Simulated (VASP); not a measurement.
A run of VASP 6.6.1 is set up as follows.

The input INCAR:

```
SYSTEM = Si8C7
ALGO = Normal
EDIFF = 1E-7
ENCUT = 520
GGA = PS
ISIF = 2
ISMEAR = 0
LASPH = .TRUE.
LCHARG = .FALSE.
LREAL = Auto
LWAVE = .FALSE.
NBANDS = 43
NELECT = 56.0
NELM = 100
PREC = Accurate
SIGMA = 0.05
```

Contents of KPOINTS:

```
k-points
0
G
  6 6 6
  0 0 0
```

Contents of POSCAR:

```
Si8C7
1.0
    4.3568001662      0.0000000000     -4.3568001662
    0.0000000000      4.3568001662     -4.3568001662
    4.3568001662      4.3568001662      0.0000000000
Si C
8 7
Direct
    0.5000000000      0.0000000000      0.0000000000
    0.5000000000      0.0000000000      0.5000000000
    0.5000000000      0.5000000000      0.0000000000
    0.5000000000      0.5000000000      0.5000000000
    1.0000000000      0.0000000000      0.0000000000
    1.0000000000      0.0000000000      0.5000000000
    1.0000000000      0.5000000000      0.0000000000
    1.0000000000      0.5000000000      0.5000000000
    0.0438502164      0.2061497836      0.6875000000
    0.1250000000      0.6250000000      0.1250000000
    0.1250000000      0.6250000000      0.6250000000
    0.6250000000      0.1250000000      0.1250000000
    0.6250000000      0.1250000000      0.6250000000
    0.6250000000      0.6250000000      0.1250000000
    0.6250000000      0.6250000000      0.6250000000
```

Potentials or basis: VASP PAW PBE potentials, release 64 (Si, C).

Command:

```console
$ cat potpaw_PBE.64/Si/POTCAR potpaw_PBE.64/C/POTCAR > POTCAR
$ mpirun -np 1 vasp_std > vasp.out
```

Problem. What does it give for the largest force?

Solution. 10.673 eV/Å.

Forces in eV/Å, atoms in the order of the input:
```
Si   1.206 -0.823 -0.872
Si   0.229  0.057 -0.472
Si   0.219  0.096  0.134
Si  -0.171 -0.205  0.204
Si   2.450  0.863  4.164
Si   0.762  1.273  0.589
Si  -0.982  1.242 -0.946
Si  -6.480  3.319 -7.804
C    4.190 -8.318  4.200
C    0.341 -0.147 -0.161
C    0.312  0.266 -1.024
C   -0.441  1.206  0.871
C   -0.689  0.349  0.133
C    0.013 -0.177  0.406
C   -0.958  1.001  0.578
```

Caveat: the cell carries a net charge on a neutralising background, which shifts energy and pressure; the cell differs from its parent crystal (atoms taken out, atom 9 moved -0.125 of the way to it and -0.500 Å across, host rigid); the PAW data sets were made with another functional, which shifts forces and pressure a little.
